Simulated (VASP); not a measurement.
Ca2AsI, 4 atoms in the cell. It takes space group R-3m (No. 166, trigonal). Conventional cell: a = 4.177 Å, b = 4.177 Å, c = 22.290 Å, α = 90.00°, β = 90.00°, γ = 120.00°. Ca (site symmetry 3m) has 3 As at 2.81 Å and 3 I at 3.31 Å within 3.7 Å. Within 3.7 Å of As (site symmetry -3m) lie 6 Ca at 2.81 Å. Within 4.4 Å of I (site symmetry -3m) lie 6 Ca at 3.31 Å and 6 I at 4.18 Å.  This cell differs from its parent crystal: strain -0.050 along x and y, +0.000 along z.

```yaml
Program: VASP 6.6.1
Task: single point
Functional: r2SCAN
Potentials_or_basis: VASP PAW PBE potentials, release 64 (Ca_sv, As, I)
Cutoff: 520 eV
k_mesh: 6 × 6 × 6
Occupations: gaussian, width 0.05 eV
Spin: no spin polarisation
Dipole_correction: no
Further_INCAR_settings: ALGO = Normal; EDIFF = 1e-07; NBANDS = 24
```

Potentials or basis: VASP PAW PBE potentials, release 64 (Ca_sv, As, I).

Launch:

```sh
$ cat potpaw_PBE.64/Ca_sv/POTCAR potpaw_PBE.64/As/POTCAR potpaw_PBE.64/I/POTCAR > POTCAR
$ cp INCAR.step1 INCAR
$ mpirun -np 1 vasp_std > vasp.out
$ cp INCAR.step2 INCAR
$ mpirun -np 1 vasp_std > vasp.out
```

Hardware: 1 thread of Intel(R) Xeon(R) Platinum 8488C (Sapphire Rapids), on a shared host.

Problem. Estimate the wall time of this run.

Solution. Wall time 16 min on 1 thread of Intel(R) Xeon(R) Platinum 8488C (Sapphire Rapids) (shared host), peak memory 0.59 GiB. Counts: k points 32.
